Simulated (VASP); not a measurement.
Wanted: the native input for a VASP 6.6.1 run.

| Property | Result |
| --- | --- |
| Task | single point |
| Functional | PBE |
| Potentials or basis | VASP PAW PBE potentials, release 64 (Rh_pv, S, Au) |
| Cutoff | 400 eV |
| k mesh | 10 × 10 × 10 |
| Occupations | fermi-dirac, width 0.1 eV |
| Spin | no spin polarisation |
| Dipole correction | no |
| k mesh for the DOS | 15 × 15 × 15 |
| Occupations for the DOS | tetrahedron |
| Further INCAR settings | ALGO = Normal; EDIFF = 1e-06; NBANDS = 34 |

Rh2AuS2:

```
Rh S Au
1.0
     0.00000    3.69975    0.00000
     3.69975    0.00000    0.00000
     1.84988    1.84988   -6.22968
Rh S Au
2 2 1
Direct
  0.75000 0.25000 0.50000
  0.25000 0.75000 0.50000
  0.36000 0.36000 0.28000
  0.64000 0.64000 0.72000
  0.00000 0.00000 0.00000
```

These files were run (other wordings do the same):

POSCAR

```
Rh2AuS2
1.0
    0.0000000000      3.6997540000      0.0000000000
    3.6997540000      0.0000000000      0.0000000000
    1.8498770000      1.8498770000     -6.2296750000
Rh S Au
2 2 1
Direct
    0.7500000000      0.2500000000      0.5000000000
    0.2500000000      0.7500000000      0.5000000000
    0.3600000000      0.3600000000      0.2800000000
    0.6400000000      0.6400000000      0.7200000000
    0.0000000000      0.0000000000      0.0000000000
```

INCAR.step1

```
SYSTEM = Rh2AuS2
ALGO = Normal
EDIFF = 1E-6
ENCUT = 400
GGA = PE
GGA_COMPAT = .False.
ISIF = 2
ISMEAR = -1
LASPH = .True.
LCHARG = .True.
LMAXMIX = 4
LORBIT = 11
LREAL = .False.
LWAVE = .False.
NBANDS = 34
NEDOS = 2001
NELM = 120
PREC = Accurate
SIGMA = 0.1
```

KPOINTS.step1

```
k-points
0
Gamma
  10 10 10
  0 0 0
```

INCAR.step2

```
SYSTEM = Rh2AuS2
ALGO = Normal
EDIFF = 1E-6
ENCUT = 400
GGA = PE
GGA_COMPAT = .False.
ICHARG = 11
ISIF = 2
ISMEAR = -5
LASPH = .True.
LCHARG = .False.
LMAXMIX = 4
LORBIT = 11
LREAL = .False.
LWAVE = .False.
NBANDS = 34
NEDOS = 1001
NELM = 120
PREC = Accurate
SIGMA = 0.1
```

KPOINTS.step2

```
k-points
0
Gamma
  15 15 15
  0 0 0
```

Potentials or basis: VASP PAW PBE potentials, release 64 (Rh_pv, S, Au).

Run with:

```bash
$ cat potpaw_PBE.64/Rh_pv/POTCAR potpaw_PBE.64/S/POTCAR potpaw_PBE.64/Au/POTCAR > POTCAR
$ cp INCAR.step1 INCAR
$ cp KPOINTS.step1 KPOINTS
$ mpirun -np 1 vasp_std > vasp.out
$ cp INCAR.step2 INCAR
$ cp KPOINTS.step2 KPOINTS
$ mpirun -np 1 vasp_std > vasp.out
```

It gave:

* Valence electrons inside the program's atomic spheres: Rh 14.04; S 3.58; Au 9.52

Wall time 6.1 min on 1 thread of Intel Xeon 8259CL, on a shared host, peak memory 0.6 GiB.
